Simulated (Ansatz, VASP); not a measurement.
Bi2Te3 in VASP and in Ansatz

```
CELL_PARAMETERS angstrom
2.20111 1.27081 9.91340
-2.20111 1.27081 9.91340
0.00000 -2.54163 9.91340
ATOMIC_POSITIONS crystal
Bi 0.81200 0.81200 0.81200
Bi 0.40200 0.40200 0.40200
Te 0.61100 0.61100 0.61100
Te 0.20000 0.20000 0.20000
Te 0.00000 0.00000 0.00000
```

Change from the starting cell: volume scaled by 0.99, crystal datasets.

Alike in both runs: task electric field gradients; functional LDA; k mesh 8 × 8 × 8; occupations fermi-dirac, width 0.08 eV; no spin polarisation.

|  | VASP | Ansatz |
| --- | --- | --- |
| version | VASP 6.6.1 | Ansatz 0.2.0 |
| potentials or method | VASP PAW LDA potentials, release 64 (Bi_d, Te), cutoff 520 eV | all-electron PAW with datasets made for the crystal, scalar-relativistic |

|  | VASP | Ansatz | Ansatz less VASP |
| --- | --- | --- | --- |
| pressure (GPa) | -1.3 | -1.4 | -0.07 |
| traceless stress, the component that is largest in VASP (GPa) | -0.74 | -0.74 | +0.003 |
| rms of the force components (eV/Å) | 0.469 | 0.460 | -0.0093 |
| size of Vzz on the site where it differs most (V/Å²) | 47.5 | 54.4 | +6.89 |

LDA's correlation is that of Perdew and Zunger in VASP and of Perdew and Wang (1992) in Ansatz. Atom by atom the forces differ by 0.011 eV/Å (rms over components). Ansatz ran all-electron here, and VASP with PAW potentials.

Spin-orbit coupling is off throughout.
